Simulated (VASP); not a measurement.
# Al5Cu3: relaxation of cell and atoms with PBE

Crystal: Al5Cu3.

```
Al Cu
1.0
     2.77528    0.00000    0.00000
     0.00000    2.77528    0.00000
     0.00000    0.00000   14.87144
Al Cu
5 3
Direct
  0.00000 0.00000 0.85256
  0.00000 0.00000 0.14744
  0.00000 0.00000 0.38154
  0.00000 0.00000 0.61846
  0.50000 0.50000 0.00000
  0.50000 0.50000 0.26391
  0.50000 0.50000 0.50000
  0.50000 0.50000 0.73609
```

The cell was generated, and may not be a known phase.

* Program: VASP 6.6.1
* Task: relaxation of cell and atoms
* Functional: PBE
* Potentials or basis: VASP PAW PBE potentials, release 64 (Al, Cu)
* Cutoff: 600 eV
* k mesh: 12 × 12 × 2
* Occupations: gaussian, width 0.1 eV
* Spin: no spin polarisation
* Dipole correction: no
* Further INCAR settings: ALGO = Fast; EDIFF = 1e-06; IBRION = 2; EDIFFG = -0.01; NSW = 100; ISIF = 3

| Property | Result |
| --- | --- |
| Relaxed volume | 14.30 Å³/atom |
| Relaxed cell | a = 2.815 Å, b = 2.815 Å, c = 14.441 Å, α = 90.00°, β = 90.00°, γ = 90.00° |
| Space group after relaxing (to 0.1 Å) | P4/mmm (No. 123) |
| Energy gained by relaxing | 3.5 meV/atom |
| Ionic steps | 29 |
| Pressure after relaxing | 0.0 GPa |
| Largest force after relaxing | 0.009 eV/Å |
| Band gap on the k mesh | zero (bands 24 and 25 overlap by 4.83 eV) |

Forces on the atoms (eV/Å):
```
Al   0.000  0.000  0.007
Al   0.000  0.000 -0.007
Al   0.000  0.000 -0.002
Al   0.000  0.000  0.002
Al   0.000  0.000  0.000
Cu   0.000  0.000 -0.009
Cu   0.000  0.000  0.000
Cu   0.000  0.000  0.009
```

Step by step:
| step | energy change (eV) | largest force (eV/Å) | pressure (GPa) | volume (Å³) |
| --- | --- | --- | --- | --- |
| 1 | 0.0000 | 0.1071 | 0.21 | 114.54 |
| 2 | -0.0075 | 0.0913 | -0.07 | 114.85 |
| 3 | -0.0216 | 0.0285 | -0.96 | 115.73 |
| 4 | -0.0267 | 0.0334 | -0.48 | 115.07 |
| 5 | -0.0281 | 0.0379 | -0.05 | 114.52 |
| 6 | -0.0281 | 0.0382 | -0.08 | 114.49 |
| 7 | -0.0281 | 0.0389 | 0.06 | 114.41 |
| 8 | -0.0281 | 0.0385 | -0.04 | 114.46 |
| 9 | -0.0282 | 0.0289 | -0.02 | 114.43 |
| 10 | -0.0283 | 0.0097 | 0.16 | 114.36 |
| 11 | -0.0284 | 0.0179 | -0.07 | 114.44 |
| 12 | -0.0284 | 0.0116 | -0.01 | 114.41 |
| 13 | -0.0284 | 0.0121 | 0.01 | 114.41 |
| 14 | -0.0284 | 0.0136 | -0.09 | 114.41 |
| 15 | -0.0284 | 0.0105 | -0.10 | 114.36 |
| 16 | -0.0282 | 0.0100 | 0.15 | 114.20 |
| 17 | -0.0283 | 0.0124 | 0.09 | 114.28 |
| 18 | -0.0283 | 0.0129 | 0.25 | 114.32 |
| 19 | -0.0283 | 0.0125 | 0.13 | 114.35 |
| 20 | -0.0284 | 0.0124 | 0.10 | 114.35 |
| 21 | -0.0284 | 0.0123 | 0.10 | 114.35 |
| 22 | -0.0284 | 0.0126 | -0.06 | 114.36 |
| 23 | -0.0283 | 0.0110 | 0.07 | 114.33 |
| 24 | -0.0283 | 0.0111 | -0.08 | 114.33 |
| 25 | -0.0283 | 0.0107 | 0.27 | 114.33 |
| 26 | -0.0283 | 0.0128 | -0.01 | 114.33 |
| 27 | -0.0283 | 0.0092 | 0.13 | 114.33 |
| 28 | -0.0284 | 0.0097 | 0.11 | 114.35 |
| 29 | -0.0284 | 0.0093 | 0.01 | 114.40 |

Final structure:
```
Al Cu
1.0
     2.81453    0.00000    0.00000
     0.00000    2.81453    0.00000
     0.00000    0.00000   14.44120
Al Cu
5 3
Direct
  0.00000 0.00000 0.85467
  0.00000 0.00000 0.14533
  0.00000 0.00000 0.38159
  0.00000 0.00000 0.61841
  0.50000 0.50000 0.00000
  0.50000 0.50000 0.26393
  0.50000 0.50000 0.50000
  0.50000 0.50000 0.73607
```

Levels at points of the mesh, in eV from the Fermi level:
| k point | band 20 | band 21 | band 22 | band 23 | band 24 | band 25 | band 26 | band 27 | band 28 | band 29 |
| --- | --- | --- | --- | --- | --- | --- | --- | --- | --- | --- |
| (0.00, 0.00, 0.00) | -3.22 | -3.21 | -3.16 | -0.47 | 1.83 | 6.25 | 6.36 | 6.36 | 6.95 | 6.98 |
| (0.50, 0.00, 0.00) | -3.49 | -3.48 | -2.56 | -2.52 | -1.87 | -1.69 | 0.56 | 0.61 | 0.81 | 1.21 |
| (0.50, 0.50, 0.00) | -1.49 | -1.49 | -0.58 | -0.54 | 0.65 | 0.66 | 0.72 | 0.72 | 0.98 | 1.07 |
| (0.00, 0.00, 0.50) | -3.22 | -3.22 | -2.15 | -1.58 | 2.88 | 4.88 | 6.25 | 6.53 | 6.53 | 6.57 |
| (0.50, 0.00, 0.50) | -3.48 | -3.00 | -2.82 | -2.47 | -1.64 | -1.62 | -0.42 | 0.02 | 2.21 | 2.79 |
| (0.50, 0.50, 0.50) | -0.58 | -0.54 | -0.47 | -0.47 | -0.43 | -0.43 | 0.60 | 0.76 | 0.91 | 1.33 |

Run time: 59 min on 1 thread of Intel(R) Xeon(R) Platinum 8259CL CPU @ 2.50GHz (Skylake/Cascade Lake), with other jobs on the host, peak memory 0.4 GiB.
